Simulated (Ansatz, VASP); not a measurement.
**Two plane-wave programs on F**

```xyz
2
Lattice="10.0000 0.0000 0.0000 0.0000 10.5000 0.0000 0.0000 0.0000 11.0000" Properties=species:S:1:pos:R:3 pbc="T T T"
F     5.0000    5.2500    4.8012
F     5.0000    5.2500    6.1988
```

Alike in both runs: functional PBEsol; k mesh 1 × 1 × 1; occupations gaussian, width 0.01 eV; no spin polarisation.

Ansatz relaxed the structure, and its values are those at the end. VASP's run is a single point on that final structure, the one shown.

```csv
,VASP,Ansatz
version,VASP 6.6.1,Ansatz 0.2.0
potentials or method,"VASP PAW PBE potentials, release 64 (F), cutoff 520 eV","scalar-relativistic, plane waves, PAW"
valence electrons in the cell,14,14
```

```csv
,VASP,Ansatz,Ansatz less VASP
gap on the k mesh at the Fermi level (eV),3.66,3.73,+0.064
rms of the force components (eV/Å),0.266,0.001,-0.2653
```

VASP's potentials were made for PBE, not for PBEsol, and Ansatz warns of the same on its side. One of these differences is far larger than is usual between the two programs; its cause wasn't traced. Ansatz's warnings: stress scf threshold loose.
